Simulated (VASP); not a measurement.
Input of a VASP 6.6.1 run:

INCAR

```
SYSTEM = ZnO
PREC = Accurate ; ENCUT = 520
EDIFF = 1E-8 ; ISMEAR = 0
SIGMA = 0.01 ; LREAL = .FALSE.
LASPH = .TRUE. ; NELM = 80
ALGO = Normal ; ISIF = 2
LWAVE = .FALSE. ; LCHARG = .FALSE.
GGA = PE ; LEPSILON = .TRUE.
```

The input KPOINTS:

```
Automatic mesh
0
G
  9 9 6
  0 0 0
```

POSCAR

```
ZnO
1.0
    3.4165335104      0.0000000000      0.0000000000
   -1.7082667552      2.9588048129      0.0000000000
    0.0000000000      0.0000000000      4.4775675786
Zn O
2 2
Direct
    0.3333333333      0.6666666667      0.2500000000
    0.6666666667      0.3333333333      0.7500000000
    0.6666666667      0.3333333333      0.2500000000
    0.3333333333      0.6666666667      0.7500000000
```

Potentials or basis: VASP PAW PBE potentials, release 64 (Zn, O).

Run with:

```console
$ cat potpaw_PBE.64/Zn/POTCAR potpaw_PBE.64/O/POTCAR > POTCAR
$ mpirun -np 1 vasp_std > vasp.out
```

Question: What does it give for the electronic dielectric tensor (diagonal)?

Answer: 5.13, 5.13, 4.92.

Question: What does it give for the Born charges (mean of the diagonal)?

Answer: Zn +2.20; O -2.20 e.

Question: Estimate the band gap on the k mesh.

Answer: 1.00 eV (least direct gap 1.06 eV).

Electronic dielectric tensor:
```
5.13 0.00 0.00
0.00 5.13 0.00
0.00 0.00 4.92
```

A k mesh can miss the band edges.
